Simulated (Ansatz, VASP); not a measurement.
## Two plane-wave programs on Sn2PdSe5

The input INCAR:

```
PREC = Accurate
ENCUT = 500
EDIFF = 1E-7
ISMEAR = 0
SIGMA = 0.15
LREAL = F
LASPH = T
NELM = 120
ALGO = Normal
ISIF = 3
LWAVE = F
LCHARG = F
GGA = PE
IBRION = 2
NSW = 36
EDIFFG = -0.08
GGA_COMPAT = F
NELMIN = 4
```

KPOINTS

```
Automatic mesh
0
Gamma
  2 2 2
```

File POSCAR:

```
Sn2PdSe5
1.0
    0.0000000000      4.9871427000      4.9871427000
    4.9871427000      0.0000000000      4.9871427000
    4.9871427000      4.9871427000      0.0000000000
Sn Pd Se
2 1 5
Direct
    0.0000000000      0.0000000000      0.0000000000
    0.5000000000      0.5000000000      0.5000000000
    0.7500000000      0.7500000000      0.7500000000
    0.6311689800      0.6311689800      0.6311689800
    0.6311689800      0.6311689800      0.1064930600
    0.6311689800      0.1064930600      0.6311689800
    0.1064930600      0.6311689800      0.6311689800
    0.2500000000      0.2500000000      0.2500000000
```

Input for Ansatz:

```yaml
crystal:
  lattice:
    - [0.0, 4.9871427, 4.9871427]
    - [4.9871427, 0.0, 4.9871427]
    - [4.9871427, 4.9871427, 0.0]
  atoms:
    - { symbol: Sn, position: [0.0, 0.0, 0.0] }
    - { symbol: Sn, position: [0.5, 0.5, 0.5] }
    - { symbol: Pd, position: [0.75, 0.75, 0.75] }
    - { symbol: Se, position: [0.63116898, 0.63116898, 0.63116898] }
    - { symbol: Se, position: [0.63116898, 0.63116898, 0.10649306] }
    - { symbol: Se, position: [0.63116898, 0.10649306, 0.63116898] }
    - { symbol: Se, position: [0.10649306, 0.63116898, 0.63116898] }
    - { symbol: Se, position: [0.25, 0.25, 0.25] }
basis:
  ecutwfc: 420
kpoints:
  mp_grid: { grid: [2, 2, 2] }
hamiltonian:
  xc: pbe
scf:
  occupations: { method: gaussian, width: 0.15 }
  lower_state_search: "off"
output:
  forces: true
  stress: true
  eigenvalues: true
relax:
  adjacent_minimum: "off"
  f_tol: 0.08
  max_steps: 16
  cell: { stress_tol: 0.8 }
```

Alike in both runs: task relaxation of cell and atoms; functional PBE; k mesh 2 × 2 × 2; occupations gaussian, width 0.15 eV; no spin polarisation.

|  | VASP | Ansatz |
| --- | --- | --- |
| version | VASP 6.6.1 | Ansatz 0.2.0 |
| potentials or method | VASP PAW PBE potentials, release 64 (Sn_d, Pd, Se), cutoff 500 eV | scalar-relativistic, plane waves, PAW |
| valence electrons in the cell | 68 | 126 |

```csv
,VASP,Ansatz,Ansatz less VASP
"gap on the k mesh at the Fermi level, each at its own relaxed structure (eV)",0.06,0.06,+0.002
relaxed volume (Å³/atom),45.32,45.05,-0.264
relaxed cell length with the largest relative difference (Å),8.004,7.988,-0.0156
```

VASP's potentials hold 68 valence electrons a cell and Ansatz's 126, so a difference there can come from the potentials and not from the codes.

The k mesh is coarse, so the values compare programs but aren't converged. Noted on VASP's run: the volume moved by over 15 % at a fixed basis, so the end points are rough.
